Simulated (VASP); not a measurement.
A run of VASP 6.6.1 is set up as follows.

INCAR

```
SYSTEM = C
  PREC = Accurate
  ENCUT = 520
  EDIFF = 1E-7
  ISMEAR = -1
  SIGMA = 0.02
  LREAL = Auto
  LASPH = .True.
  NELM = 60
  ALGO = Normal
  ISIF = 2
  LWAVE = .False.
  LCHARG = .True.
  GGA = PE
  LELF = .True.
  LVHAR = .True.
  NBANDS = 46
```

Contents of KPOINTS:

```
Automatic mesh
0
Gamma
  2 2 2
  0.5 0.5 0.5
```

The input POSCAR:

```
C
1.0
    3.5668000000      0.0000000000      3.5668000000
    3.5668000000      3.5668000000      0.0000000000
    0.0000000000      3.5668000000      3.5668000000
C
16
Direct
    0.2523721543      0.2128591455      0.2683943591
    0.2615516710      0.7044881967      0.2784833745
    0.7615753617      0.2221730963      0.2643324549
    0.7614763934      0.7214620949      0.2722978580
    0.2669507682      0.2165041494      0.7616687227
    0.2575410732      0.7200424750      0.7756923573
    0.7532805316      0.2197367388      0.7762335987
    0.7609619267      0.7223160816      0.7683234272
    0.3876226590      0.3394007233      0.3925578950
    0.3903988169      0.8421712740      0.3879097510
    0.8783359033      0.3557167489      0.3938798082
    0.8776589660      0.8518299316      0.4024212179
    0.3827332623      0.3366894696      0.8999543008
    0.3825989683      0.8378047550      0.8988415386
    0.8904079287      0.3414915330      0.8934756645
    0.8843805372      0.8465968095      0.8976464899
```

Potentials or basis: VASP PAW PBE potentials, release 64 (C).

Run with:

```bash
$ cat potpaw_PBE.64/C/POTCAR > POTCAR
$ mpirun -np 1 vasp_std > vasp.out
```

(1) What does it give for the largest force?

(2) What does it give for the band gap on the k mesh?

## Answers

(1) 2.280 eV/Å.

(2) 5.36 eV.

Caveat: the k points lie up to 0.76 Å⁻¹ apart; forces of over 1 eV/Å act on the atoms, so gaps and moduli don't describe the material at rest.
